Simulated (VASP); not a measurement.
# NaGeCl3 in VASP: settings compared, part 2 of 2

VASP 6.6.1. Earlier steps stand in the parts before.

**3. Single point, PBE (uniaxial x strain +1.5%)**

INCAR

```
ALGO = Normal
EDIFF = 1E-6
ENCUT = 520
GGA = PE
ISIF = 2
ISMEAR = -1
LASPH = True
LCHARG = False
LREAL = False
LWAVE = False
NBANDS = 29
NELM = 60
PREC = Accurate
SIGMA = 0.02
```

KPOINTS

```
k-points
0
Gamma
  6 6 6
```

POSCAR

```
NaGeCl3
1.0
    5.2687335031      0.0000000000      0.0000000000
    0.0000000000      5.1908704464      0.0000000000
    0.0000000000      0.0000000000      5.1908704464
Na Ge Cl
1 1 3
Direct
    0.0000000000      0.0000000000      0.0000000000
    0.5000000000      0.5000000000      0.5000000000
    0.5000000000      0.5000000000      0.0000000000
    0.5000000000      0.0000000000      0.5000000000
    0.0000000000      0.5000000000      0.5000000000
```

Potentials or basis: VASP PAW PBE potentials, release 64 (Na_pv, Ge_d, Cl).

Run with:

```sh
$ cat potpaw_PBE.64/Na_pv/POTCAR potpaw_PBE.64/Ge_d/POTCAR potpaw_PBE.64/Cl/POTCAR > POTCAR
$ mpirun -np 1 vasp_std > vasp.out
```

Run time: 95 s. Hardware: 1 thread of Intel Xeon Platinum 8488C (Sapphire Rapids), shared host; peak memory 0.32 GiB.

The run converged. Its results:

```
Free energy            : -16.6831 eV
Pressure               : 0.1 GPa
Band gap on the k mesh : 0.67 eV
```

Stress tensor (GPa, compression positive):
```
-0.37  0.00  0.00
 0.00  0.36  0.00
 0.00  0.00  0.36
```

Levels at points of the mesh, in eV from the valence-band top:
```
           k point  band 18  band 19  band 20  band 21  band 22  band 23  band 24  band 25
(0.00, 0.00, 0.00)    -3.39    -3.34    -3.34    -3.33     1.25     5.35     5.46     5.48
(0.50, 0.00, 0.00)    -3.55    -3.35    -3.35    -2.35     1.71     2.82     3.76     5.12
(0.00, 0.50, 0.00)    -3.54    -3.35    -3.35    -2.23     1.76     2.89     3.73     4.79
(0.50, 0.50, 0.00)    -3.71    -3.67    -2.83    -1.13     1.24     1.36     3.21     4.62
(0.00, 0.50, 0.50)    -3.73    -3.73    -2.81    -1.03     1.30     1.30     3.19     4.30
(0.50, 0.50, 0.50)    -2.82    -2.82    -2.80     0.00     0.67     0.79     0.79     2.20
```

Caveat: the cell differs from its parent crystal (uniaxial x strain +1.5%); semilocal functionals underestimate gaps, and a narrow one can read as zero.

**4. Single point, r2SCAN (uniaxial x strain +1.5%)**

POSCAR is that of step 3.

INCAR.step1

```
PREC = Accurate
ENCUT = 520
ISMEAR = 0
SIGMA = 0.01
LREAL = False
LASPH = True
NELM = 100
NBANDS = 29
GGA = PE
ALGO = Normal
EDIFF = 1E-4
LWAVE = True
LCHARG = False
```

INCAR.step2

```
PREC = Accurate
ENCUT = 520
EDIFF = 1E-6
ISMEAR = 0
SIGMA = 0.01
LREAL = False
LASPH = True
NELM = 100
ALGO = Normal
ISIF = 2
LWAVE = False
LCHARG = True
METAGGA = R2SCAN
LMIXTAU = True
LELF = True
LVHAR = True
NBANDS = 29
ISTART = 1
```

KPOINTS

```
Automatic mesh
0
Gamma
  6 6 6
```

Potentials or basis: VASP PAW PBE potentials, release 64 (Na_pv, Ge_d, Cl).

Run with:

```sh
$ cat potpaw_PBE.64/Na_pv/POTCAR potpaw_PBE.64/Ge_d/POTCAR potpaw_PBE.64/Cl/POTCAR > POTCAR
$ cp INCAR.step1 INCAR
$ mpirun -np 1 vasp_std > vasp.out
$ cp INCAR.step2 INCAR
$ mpirun -np 1 vasp_std > vasp.out
```

OUTCAR:

```text
PREC = Accurate
   ENCUT = 520
   EDIFF = 1E-6
   ISMEAR = 0
   LREAL = False
   LASPH = True
   NELM = 100
   ISIF = 2
   METAGGA = R2SCAN
   ISTART = 1

 ion  position               nearest neighbor table
   1  0.000  0.000  0.000-
   2  0.500  0.500  0.500-   3 2.60   4 2.60   3 2.60   4 2.60   5 2.63   5 2.63
   3  0.500  0.500  0.000-   2 2.60   2 2.60
   4  0.500  0.000  0.500-   2 2.60   2 2.60
   5  0.000  0.500  0.500-   2 2.63   2 2.63

[... 972 lines left out ...]
  --------------------------------------------------------------------------------------
  -------------------------------------------------------------------------------------
  Total       -1.0687603     -0.4371145     -0.4371145      0.0000000      0.0000000      0.0000000
  in kB      -12.0615822     -4.9330914     -4.9330914      0.0000000      0.0000000      0.0000000
  external PRESSURE =      -7.3092550 kB  Pullay stress =       0.0000000 kB

 VOLUME and BASIS-vectors are now :
 -----------------------------------------------------------------------------
  energy-cutoff  :      520.00
  volume of cell :      141.97
      direct lattice vectors                 reciprocal lattice vectors
     5.268733503  0.000000000  0.000000000     0.189798934  0.000000000  0.000000000
     0.000000000  5.190870446  0.000000000     0.000000000  0.192645918  0.000000000
     0.000000000  0.000000000  5.190870446     0.000000000  0.000000000  0.192645918

 POSITION                                       TOTAL-FORCE (eV/Angst)
 -----------------------------------------------------------------------------------
      0.00000      0.00000      0.00000         0.000000      0.000000      0.000000
      2.63437      2.59544      2.59544         0.000000      0.000000      0.000000
      2.63437      2.59544      0.00000         0.000000      0.000000      0.000000
      2.63437      0.00000      2.59544         0.000000      0.000000      0.000000
      0.00000      2.59544      2.59544         0.000000      0.000000      0.000000
 -----------------------------------------------------------------------------------
    total drift:                               -0.000000      0.000000     -0.000000

  FREE ENERGIE OF THE ION-ELECTRON SYSTEM (eV)
  ---------------------------------------------------
  free  energy   TOTEN  =       -41.4843418310 eV

  energy  without entropy=      -41.4843418310  energy(sigma->0) =      -41.48434183
```

Run time: 4.3 min. Hardware: 1 thread of Intel Xeon Platinum 8488C (Sapphire Rapids), shared host; peak memory 0.35 GiB.

Results:

| Item | Value |
| --- | --- |
| Free energy | -41.4843 eV |
| Pressure | -0.7 GPa |
| Band gap on the k mesh | 0.78 eV |

Stress tensor (GPa, compression positive):
```
-1.21  0.00  0.00
 0.00 -0.49  0.00
 0.00  0.00 -0.49
```

Caveat: the cell differs from its parent crystal (uniaxial x strain +1.5%); semilocal functionals underestimate gaps, and a narrow one can read as zero; the PAW data sets were made with another functional, which shifts forces and pressure a little. A k mesh can miss the band edges.

**5. The runs side by side**

| level | cell | smearing | gap on the mesh (eV) | pressure (GPa) |
| --- | --- | --- | --- | --- |
| r2SCAN | a = 5.399 Å, 5 atoms | gaussian 0.01 eV | 1.41 | -2.9 |
| PBE | a = 5.269, b = 5.191, c = 5.191 Å, 5 atoms | fermi-dirac 0.02 eV | 0.67 | 0.1 |
| r2SCAN | a = 5.269, b = 5.191, c = 5.191 Å, 5 atoms | gaussian 0.01 eV | 0.78 | -0.7 |

Alike in all rows: task single point; potentials or basis VASP PAW PBE potentials, release 64 (Na_pv, Ge_d, Cl); no spin polarisation; k mesh 6 × 6 × 6; cutoff (eV) 520.

Caveats: the PAW data sets were made with another functional, which shifts forces and pressure a little (at least some runs); semilocal functionals underestimate gaps, and a narrow one can read as zero (at least some runs).

Absolute energies hang on the potentials; compare differences alone.
